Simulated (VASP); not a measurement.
# Zr12Cu (a cell with a defect) in VASP: further runs

Zr12Cu (a cell with a defect) is run at these levels: PBE; tasks: single point.

All numbers are computed with VASP 6.6.1; they aren't measurements. Logs are shortened: lines on timing, memory, paths and dates and some standing lists are left out, and cuts for length are marked.

### 1 The cell of the first run

The cell holds a defect, 13 atoms: a = 6.460 Å, b = 9.690 Å, c = 5.145 Å, α = 90.00°, β = 90.00°, γ = 120.00°.

### 2 Single point, PBE

Input file INCAR:

```
PREC = Accurate
ENCUT = 520
EDIFF = 1E-6
ISMEAR = 0
SIGMA = 0.1
LREAL = False
LASPH = True
NELM = 100
ALGO = Normal
ISIF = 2
LWAVE = False
LCHARG = False
GGA = PE
NBANDS = 90
```

Input file KPOINTS:

```
Automatic mesh
0
Gamma
  3 2 3
```

Input file POSCAR:

```
Zr12Cu
1.0
    6.4600000000      0.0000000000      0.0000000000
   -4.8450000000      8.3917860000      0.0000000000
    0.0000000000      0.0000000000      5.1453900000
Zr Cu
12 1
Direct
   -0.0602148018     -0.0257440214      0.0248498915
    0.2194599533      0.2361749907      0.6284297696
   -0.0191537935      0.3397910013      0.0118984518
    0.1947813575      0.5414649874      0.4556884147
    0.1001204074      0.7033539766     -0.0668267568
    0.1779584323      0.9211833287      0.4830312767
    0.4938577037      0.0217021718     -0.0109394749
    0.7150621146      0.2058670528      0.4964076792
    0.4093784858      0.2899935161      0.1432118177
    0.7555380221      0.6032134328      0.3762230371
    0.5142554570      0.6337802689     -0.0759211842
    0.6163515640      0.8684282984      0.5050445143
    0.7085056975      0.4368101960      0.7762250634
```

Potentials or basis: VASP PAW PBE potentials, release 64 (Zr_sv, Cu).

Started as:

```sh
$ cat potpaw_PBE.64/Zr_sv/POTCAR potpaw_PBE.64/Cu/POTCAR > POTCAR
$ mpirun -np 1 vasp_std > vasp.out
```

OUTCAR:

```text
PREC = Accurate
   ENCUT = 520
   EDIFF = 1E-6
   ISMEAR = 0
   LREAL = False
   LASPH = True
   NELM = 100
   ISIF = 2
   GGA = PE

 ion  position               nearest neighbor table
   1  0.940  0.974  0.025-   6 3.00   2 3.05  12 3.06  11 3.10   9 3.11   7 3.14  12 3.23   5 3.30
                             6 3.35   7 3.38   3 3.42  10 3.65   2 3.84
   2  0.219  0.236  0.628-   9 2.71   9 2.86  13 2.86   3 2.97   6 3.02   1 3.05   4 3.17   8 3.19
                             8 3.43  11 3.67  10 3.74  12 3.79   7 3.82   1 3.84   3 3.87
   3  0.981  0.340  0.012-  13 2.67   4 2.87   8 2.94   2 2.97   8 3.07   9 3.11   7 3.12  11 3.22
                             5 3.23   4 3.35   1 3.42   9 3.54   2 3.87
   4  0.195  0.541  0.456-   3 2.87  12 2.98  11 3.00   5 3.14   2 3.17   8 3.19  10 3.21  13 3.23
                            11 3.27   5 3.32   3 3.35  10 3.39   9 3.72   6 3.74
   5  0.100  0.703  0.933-  13 2.68   7 2.87  10 2.99   6 3.00  11 3.07   4 3.14   3 3.23   1 3.30
                             4 3.32   6 3.41  10 3.46  11 3.50  12 3.63
   6  0.178  0.921  0.483-  10 2.97   1 3.00   5 3.00   2 3.02   7 3.10  12 3.12   7 3.15   8 3.18
                             1 3.35  12 3.40   5 3.41   9 3.57   4 3.74
   7  0.494  0.022  0.989-   5 2.87   8 3.02   9 3.02   8 3.08   6 3.10   3 3.12   1 3.14   6 3.15
                            12 3.20  12 3.33   1 3.38   2 3.82  11 3.84
   8  0.715  0.206  0.496-  13 2.68   3 2.94  12 3.00   7 3.02   3 3.07   9 3.08   7 3.08   6 3.18
                             4 3.19   2 3.19   2 3.43  10 3.78
   9  0.409  0.290  0.143-  13 2.56   2 2.71   2 2.86  10 2.98   7 3.02   8 3.08   1 3.11   3 3.11
                            11 3.25   3 3.54   6 3.57   4 3.72
  10  0.756  0.603  0.376-  13 2.54  11 2.90   6 2.97   9 2.98   5 2.99  12 3.19   4 3.21  11 3.31
                             4 3.39   5 3.46   1 3.65   2 3.74   8 3.78
  11  0.514  0.634  0.924-  13 2.86  10 2.90  12 2.96   4 3.00   5 3.07   1 3.10   3 3.22   9 3.25
                             4 3.27  10 3.31   5 3.50  12 3.61   2 3.67   7 3.84
  12  0.616  0.868  0.505-  11 2.96   4 2.98   8 3.00   1 3.06   6 3.12  10 3.19   7 3.20   1 3.23
                             7 3.33   6 3.40  11 3.61   5 3.63   2 3.79
  13  0.709  0.437  0.776-  10 2.54   9 2.56   3 2.67   8 2.68   5 2.68  11 2.86   2 2.86   4 3.23

  LATTYP: Found a simple monoclinic cell.
 ALAT       =     6.4600000000
 B/A-ratio  =     0.7965000000
 C/A-ratio  =     1.3228756308
 COS(beta)  =    -0.1889822400

  Lattice vectors:

 A1 = (   6.4600000000,   0.0000000000,   0.0000000000)
 A2 = (   0.0000000000,   0.0000000000,   5.1453900000)
 A3 = (  -1.6150000000,  -8.3917860000,   0.0000000000)

Analysis of symmetry for initial positions (statically):
=====================================================================
 Subroutine PRICEL returns:
 Original cell was already a primitive cell.

 Routine SETGRP: Setting up the symmetry group for a
[... 167 lines left out ...]
  volume/ion in A,a.u.               =      21.46       144.80
  Fermi-wavevector in a.u.,A,eV,Ry     =   1.345913  2.543407 24.646707  1.811482
  Thomas-Fermi vector in A             =   2.473788
   LORBIT       =      0    0 simple, 1 ext, 2 COOP (PROOUT), +10 PAW based schemes
   GGA     = PE    functional components
   LHFCALC =     F    Hartree Fock is set to
   AEXX    =    0.0000 exact exchange contribution
   IVDW    =     0    specifies the selected vdW correction
   LEPSILON=     F    determine dielectric tensor
   LRPA    =     F    only Hartree local field effects (RPA)
 non-spin polarized calculation
 Gauss-broadening in eV      SIGMA  =   0.10
  energy-cutoff  :      520.00
  volume of cell :      278.94
 maximum number of plane-waves:      7545
   NGX = 25   NGY = 37   NGZ = 19

 number of electron     155.0000003 magnetization

 Free energy of the ion-electron system (eV)
  ---------------------------------------------------
  ext. energy  EPLUGINS =         0.00000000
  ---------------------------------------------------
  free energy    TOTEN  =      -104.55554568 eV

  energy without entropy =     -104.48225423  energy(sigma->0) =     -104.51889996

 E-fermi :   9.2203     XC(G=0): -11.3281

 val. band max:        9.2038675229   @ k =   0.3333   0.0000   0.3333
 cond. band min:       9.2257105607   @ k =   0.3333   0.5000   0.3333
 fundamental gap:      0.0218430378
 Fermi energy:         9.2202805778

 k-point     1 :       0.0000    0.0000    0.0000
  band No.  band energies     occupation
      1     -39.3932      2.00000
      2     -39.3133      2.00000
      3     -39.2765      2.00000
      4     -39.2574      2.00000
      5     -39.2249      2.00000
      6     -39.2165      2.00000
[... 909 lines left out ...]
     88      10.4484      0.00000
     89      10.5857      0.00000
 [bands above 89 left out]

------------------------ aborting loop because EDIFF is reached ----------------------------------------

  FORCE on cell =-STRESS in cart. coord.  units (eV):
  Direction    XX          YY          ZZ          XY          YZ          ZX
  --------------------------------------------------------------------------------------
  -------------------------------------------------------------------------------------
  Total        5.3173668      9.8641023     11.6947087      1.7639338     -1.0395559      0.6522792
  in kB       30.5423172     56.6582207     67.1730046     10.1318242     -5.9710842      3.7466135
  external PRESSURE =      51.4578475 kB  Pullay stress =       0.0000000 kB

 VOLUME and BASIS-vectors are now :
 -----------------------------------------------------------------------------
  energy-cutoff  :      520.00
  volume of cell :      278.94
      direct lattice vectors                 reciprocal lattice vectors
     6.460000000  0.000000000  0.000000000     0.154798762  0.089373108  0.000000000
    -4.845000000  8.391786000  0.000000000     0.000000000  0.119164145  0.000000000
     0.000000000  0.000000000  5.145390000     0.000000000  0.000000000  0.194348728

 POSITION                                       TOTAL-FORCE (eV/Angst)
 -----------------------------------------------------------------------------------
      1.35074      8.17575      0.12786        -0.003997     -0.002810     -0.003718
      0.27344      1.98193      3.23352        -0.022256     -0.013556     -0.024652
      4.68998      2.85145      0.06122        -0.020320      0.002695      0.008770
     -1.36511      4.54386      2.34469        -0.005327      0.010630     -0.005516
     -2.76097      5.90240      4.80154         0.004554     -0.003332     -0.015100
     -3.31352      7.73037      2.48538         0.006946     -0.001982      0.012923
      3.08517      0.18212      5.08910        -0.004374      0.007683     -0.004713
      3.62188      1.72759      2.55421         0.012698      0.001136      0.007656
      1.23957      2.43356      0.73688         0.025854     -0.002674      0.006545
      1.95821      5.06204      1.93581         0.011749      0.007552     -0.005811
      0.25142      5.31855      4.75475        -0.002375      0.006488      0.026358
     -0.22590      7.28766      2.59865         0.001457     -0.010969     -0.003940
      2.46060      3.66562      3.99398        -0.004610     -0.000860      0.001198
 -----------------------------------------------------------------------------------
    total drift:                               -0.000358      0.000336      0.000645

  FREE ENERGIE OF THE ION-ELECTRON SYSTEM (eV)
  ---------------------------------------------------
  free  energy   TOTEN  =      -104.5555456823 eV

  energy  without entropy=     -104.4822542279  energy(sigma->0) =     -104.51889996
```

OSZICAR:

```text
N       E                     dE             d eps       ncg     rms          rms(c)
DAV:   1     0.218907316525E+04    0.21891E+04   -0.75451E+04  1800   0.180E+03
DAV:   2     0.138968672778E+03   -0.20501E+04   -0.20024E+04  1994   0.567E+02
DAV:   3    -0.792859946368E+02   -0.21825E+03   -0.20803E+03  2894   0.155E+02
DAV:   4    -0.107536104362E+03   -0.28250E+02   -0.27464E+02  3192   0.496E+01
DAV:   5    -0.110536604336E+03   -0.30005E+01   -0.29630E+01  2808   0.126E+01    0.441E+01
DAV:   6    -0.113317670149E+03   -0.27811E+01   -0.14329E+02  2320   0.161E+02    0.251E+01
DAV:   7    -0.104186540486E+03    0.91311E+01   -0.76496E+01  2840   0.323E+01    0.104E+01
DAV:   8    -0.105054278118E+03   -0.86774E+00   -0.13229E+01  2512   0.104E+01    0.552E+00
DAV:   9    -0.104529812262E+03    0.52447E+00   -0.28810E+00  2552   0.140E+01    0.248E+00
DAV:  10    -0.104551633580E+03   -0.21821E-01   -0.47280E-01  2528   0.467E+00    0.160E+00
DAV:  11    -0.104578128055E+03   -0.26494E-01   -0.17954E-01  2528   0.282E+00    0.122E+00
DAV:  12    -0.104555654703E+03    0.22473E-01   -0.16135E-01  2840   0.328E+00    0.366E-01
DAV:  13    -0.104555944905E+03   -0.29020E-03   -0.18964E-02  2608   0.595E-01    0.188E-01
DAV:  14    -0.104555475094E+03    0.46981E-03   -0.42891E-03  2688   0.548E-01    0.581E-02
DAV:  15    -0.104555579360E+03   -0.10427E-03   -0.66189E-04  2824   0.158E-01    0.633E-02
DAV:  16    -0.104555547645E+03    0.31716E-04   -0.25647E-04  2848   0.126E-01    0.202E-02
DAV:  17    -0.104555545503E+03    0.21417E-05   -0.34628E-05  2656   0.367E-02    0.686E-03
DAV:  18    -0.104555545682E+03   -0.17944E-06   -0.58071E-06  1736   0.115E-02
   1 F= -.10455555E+03 E0= -.10451890E+03  d E =-.732915E-01
```

stdout:

```text
POSCAR found type information on POSCAR ZrCu
 POSCAR found :  2 types and      13 ions
 scaLAPACK will be used
 LDA part: xc-table for (Slater+PW92), standard interpolation
 -----------------------------------------------------------------------------
|                                                                             |
|           W    W    AA    RRRRR   N    N  II  N    N   GGGG   !!!           |
|           W    W   A  A   R    R  NN   N  II  NN   N  G    G  !!!           |
|           W    W  A    A  R    R  N N  N  II  N N  N  G       !!!           |
|           W WW W  AAAAAA  RRRRR   N  N N  II  N  N N  G  GGG   !            |
|           WW  WW  A    A  R   R   N   NN  II  N   NN  G    G                |
|           W    W  A    A  R    R  N    N  II  N    N   GGGG   !!!           |
|                                                                             |
|     Your reciprocal lattice and k-lattice belong to different lattice       |
|     classes:                                                                |
|                                                                             |
|        The reciprocal lattice is simple monoclinic,                         |
|        whereas your k-lattice is hexagonal.                                 |
|                                                                             |
|     Results are often still useful ...                                      |
|                                                                             |
 -----------------------------------------------------------------------------

 POSCAR, INCAR and KPOINTS ok, starting setup
 FFT: planning ... GRIDC
 FFT: planning ... GRID_SOFT
 FFT: planning ... GRID
 WAVECAR not read
 entering main loop
```

It took 10 min on 1 thread of Intel Xeon Platinum 8259CL at 2.50GHz (Skylake/Cascade Lake), shared host; peak memory 0.44 GiB.

Results:

* Free energy: -104.5555 eV
* Pressure: 5.1 GPa
* Largest force: 0.036 eV/Å
* Band gap on the k mesh: zero (an odd number of electrons rules out a gap without spin polarisation)

Forces on the atoms (eV/Å):
```
Zr  -0.004 -0.003 -0.004
Zr  -0.022 -0.014 -0.025
Zr  -0.020  0.003  0.009
Zr  -0.005  0.011 -0.006
Zr   0.005 -0.003 -0.015
Zr   0.007 -0.002  0.013
Zr  -0.004  0.008 -0.005
Zr   0.013  0.001  0.008
Zr   0.026 -0.003  0.007
Zr   0.012  0.008 -0.006
Zr  -0.002  0.006  0.026
Zr   0.001 -0.011 -0.004
Cu  -0.005 -0.001  0.001
```

Levels at points of the mesh, in eV from the Fermi level:
```csv
k point,band 75,band 76,band 77,band 78,band 79,band 80
"(0.00, 0.00, 0.00)",-0.22,-0.19,-0.11,0.08,0.12,0.36
"(0.00, 0.50, 0.00)",-0.19,-0.07,-0.05,0.11,0.20,0.31
```

Caveat: the k points lie up to 0.41 Å⁻¹ apart, too coarse for converged energies and pressures of a metal.

### 3 Single point, PBE

Input file INCAR:

```
SYSTEM = Zr12Cu
ALGO = Normal
EDIFF = 1E-6
ENCUT = 520
GGA = PE
ISIF = 2
ISMEAR = 0
LASPH = .TRUE.
LCHARG = .FALSE.
LREAL = .FALSE.
LWAVE = .FALSE.
NBANDS = 90
NELM = 100
PREC = Accurate
SIGMA = 0.1
```

Input file KPOINTS:

```
k-points
0
G
  3 2 3
  0 0 0
```

Input file POSCAR:

```
Zr12Cu
1.0
    6.4600000000      0.0000000000      0.0000000000
   -4.8450000000      8.3917860000      0.0000000000
    0.0000000000      0.0000000000      5.1453900000
Zr Cu
12 1
Direct
    0.0501081090      0.0202824658      0.0048226640
    0.1515803525      0.2543943115      0.4255973636
   -0.0907380334      0.2856755486     -0.1232337997
    0.2583741258      0.5984157927      0.6441115420
   -0.0483332097      0.6821469890     -0.0029771901
    0.1723422781      0.8657355355      0.4877381860
    0.4886817484     -0.0324872840     -0.0189345611
    0.5653849686      0.1848853977      0.4309634103
    0.4705942919      0.3470457560     -0.0442209533
    0.6862745756      0.5478741397      0.5126820123
    0.4483699687      0.6528976896      0.1286529534
    0.7266061521      0.9140964977      0.5243681248
    0.9590443724      0.4516009602      1.2777614979
```

Potentials or basis: VASP PAW PBE potentials, release 64 (Zr_sv, Cu).

Started as:

```sh
$ cat potpaw_PBE.64/Zr_sv/POTCAR potpaw_PBE.64/Cu/POTCAR > POTCAR
$ mpirun -np 1 vasp_std > vasp.out
```

Run time: 9.6 min. Hardware: 1 thread of Intel Xeon Platinum 8259CL at 2.50GHz (Skylake/Cascade Lake), shared host; peak memory 0.44 GiB.

The run converged. Its results:

```
Free energy            : -104.5555 eV
Pressure               : 5.1 GPa
Largest force          : 0.038 eV/Å
Band gap on the k mesh : zero (an odd number of electrons rules out a gap without spin polarisation)
```

Forces on the atoms (eV/Å):
```
Zr   0.003  0.004 -0.009
Zr   0.010 -0.005  0.018
Zr   0.015 -0.002 -0.019
Zr  -0.012 -0.001  0.000
Zr  -0.005  0.006 -0.006
Zr  -0.009  0.007  0.004
Zr  -0.013 -0.020  0.029
Zr  -0.004 -0.009  0.008
Zr  -0.003 -0.009  0.001
Zr  -0.009  0.013 -0.001
Zr   0.015  0.007 -0.001
Zr   0.010  0.001 -0.018
Cu   0.004  0.008 -0.006
```

Stress tensor (GPa, compression positive):
```
 3.02  1.02 -0.34
 1.02  5.70  0.62
-0.34  0.62  6.70
```

Levels at points of the mesh, in eV from the Fermi level:
```
           k point  band 74  band 75  band 76  band 77  band 78  band 79  band 80  band 81
(0.00, 0.00, 0.00)    -0.34    -0.22    -0.19    -0.10     0.07     0.12     0.35     0.48
(0.00, 0.50, 0.00)    -0.36    -0.19    -0.08    -0.06     0.12     0.19     0.32     0.60
```

Caveat: the k points lie up to 0.41 Å⁻¹ apart, too coarse for converged energies and pressures of a metal.

The gap in the log of VASP goes by the Fermi energy; the results here count the filled bands.